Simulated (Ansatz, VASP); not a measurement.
Nb3B5: VASP beside Ansatz

```
CELL_PARAMETERS angstrom
3.12127 0.00000 0.00000
-1.56063 2.70310 0.00000
0.00000 0.00000 9.64288
ATOMIC_POSITIONS crystal
Nb 0.00000 0.00000 0.15776
Nb 0.00000 0.00000 0.84224
Nb 0.00000 0.00000 0.50000
B 0.33333 0.66667 0.00000
B 0.33333 0.66667 0.32946
B 0.66667 0.33333 0.32387
B 0.33333 0.66667 0.67054
B 0.66667 0.33333 0.67613
```

Alike in both runs: functional PBE; k mesh 12 × 12 × 4; occupations gaussian, width 0.1 eV; no spin polarisation.

Ansatz relaxed the structure, and its values are those at the end. VASP's run is a single point on that final structure, the one shown.

|  | VASP | Ansatz |
| --- | --- | --- |
| version | VASP 6.6.1 | Ansatz 0.2.0 |
| potentials or method | VASP PAW PBE potentials, release 64 (Nb_sv, B), cutoff 520 eV | scalar-relativistic, plane waves, PAW |
| valence electrons in the cell | 54 | 54 |

```tsv
	VASP	Ansatz	Ansatz less VASP
gap on the k mesh at the Fermi level (eV)	none	none	-
pressure (GPa)	-0.4	0.0	+0.34
rms of the force components (eV/Å)	0.004	0.003	-0.0014
```

A gap of «none» marks a metal or a gap that the smearing closes.
